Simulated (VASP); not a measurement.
AlNi: relaxation of the atoms with LDA

The system is AlNi, a slab with vacuum.

```
Al Ni
1.0
     2.83262    0.00000    0.00000
     0.00000    4.00592    0.00000
     0.00000    0.00000   23.00889
Al Ni
4 4
Direct
  0.00000 0.50000 0.36942
  0.00000 0.00000 0.45647
  0.00000 0.50000 0.54353
  0.00000 0.00000 0.63058
  0.50000 0.00000 0.36942
  0.50000 0.50000 0.45647
  0.50000 0.00000 0.54353
  0.50000 0.50000 0.63058
```

```json
{
 "Program": "VASP 6.6.1",
 "Task": "relaxation of the atoms",
 "Functional": "LDA",
 "Potentials or basis": "VASP PAW LDA potentials, release 64 (Al, Ni)",
 "Cutoff": "520 eV",
 "k mesh": "10 × 7 × 1",
 "Occupations": "gaussian, width 0.1 eV",
 "Spin": "no spin polarisation",
 "Dipole correction": "yes",
 "Atoms held fixed (from 0)": "[0, 1, 4, 5]",
 "Further INCAR settings": "ALGO = Fast; EDIFF = 1e-06; IBRION = 2; EDIFFG = -0.03; NSW = 90"
}
```

```json
{
 "Energy gained by relaxing": "9.3 meV/atom",
 "Ionic steps": "8",
 "Band gap on the k mesh": "zero (bands 26 and 27 overlap by 1.31 eV)"
}
```

The path:
```
step  energy change (eV)  largest force on free atoms (eV/Å)  pressure (GPa)
   1              0.0000                              0.7763           -1.99
   2             -0.0459                              0.4849           -1.98
   3             -0.0652                              0.3028           -1.94
   4             -0.0706                              0.1751           -1.95
   5             -0.0733                              0.0965           -1.98
   6             -0.0744                              0.0399           -1.98
   7             -0.0747                              0.0321           -1.93
   8             -0.0747                              0.0300           -1.94
```

Final structure:
```
Al Ni
1.0
     2.83262    0.00000    0.00000
     0.00000    4.00592    0.00000
     0.00000    0.00000   23.00889
Al Ni
4 4
Direct
  0.00000 0.50000 0.36942
  0.00000 0.00000 0.45647
  0.00000 0.50000 0.54364
  0.00000 0.00000 0.63426
  0.50000 0.00000 0.36942
  0.50000 0.50000 0.45647
  0.50000 0.00000 0.54259
  0.50000 0.50000 0.62550
```

Levels at points of the mesh, in eV from the Fermi level:
```
           k point  band 22  band 23  band 24  band 25  band 26  band 27  band 28  band 29  band 30  band 31
(0.00, 0.00, 0.00)    -1.39    -1.35    -1.31    -1.21    -1.06     0.28     2.17     2.26     2.96     3.48
(0.50, 0.00, 0.00)    -1.04    -0.78    -0.61    -0.31     0.01     0.95     1.66     2.82     3.11     4.07
```

It took 37 min on 1 thread of Oxide Virtual Turin-like Processor, with other jobs on the host, peak memory 0.34 GiB.

Spin polarisation is off, so any magnetic state and its effect on volume and gap are missing.
